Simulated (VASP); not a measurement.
Input of a VASP 6.6.1 run:

POSCAR

```
Li
1.0
   -1.6654405064      1.6654405064      1.6654405064
    1.6654405064     -1.6654405064      1.6654405064
    1.6654405064      1.6654405064     -1.6654405064
Li
1
Direct
    0.0000000000      0.0000000000      0.0000000000
```

File INCAR.step1:

```
PREC = Accurate
ENCUT = 520
ISMEAR = -1
SIGMA = 0.1
LREAL = F
LASPH = T
NELM = 60
NBANDS = 8
GGA = PE
ALGO = Normal
EDIFF = 1E-4
LWAVE = T
LCHARG = F
```

The input INCAR.step2:

```
PREC = Accurate
ENCUT = 520
EDIFF = 1E-6
ISMEAR = -1
SIGMA = 0.1
LREAL = F
LASPH = T
NELM = 60
ALGO = Normal
ISIF = 2
LWAVE = F
LCHARG = F
METAGGA = R2SCAN
LMIXTAU = T
NBANDS = 8
ISTART = 1
```

The input KPOINTS:

```
regular mesh
0
Gamma
  21 21 21
```

Potentials or basis: VASP PAW PBE potentials, release 64 (Li_sv).

Run with:

```bash
$ cat potpaw_PBE.64/Li_sv/POTCAR > POTCAR
$ cp INCAR.step1 INCAR
$ mpirun -np 1 vasp_std > vasp.out
$ cp INCAR.step2 INCAR
$ mpirun -np 1 vasp_std > vasp.out
```

(1) What does it give for the band gap on the k mesh?

Answers

(1) zero (an odd number of electrons rules out a gap without spin polarisation).
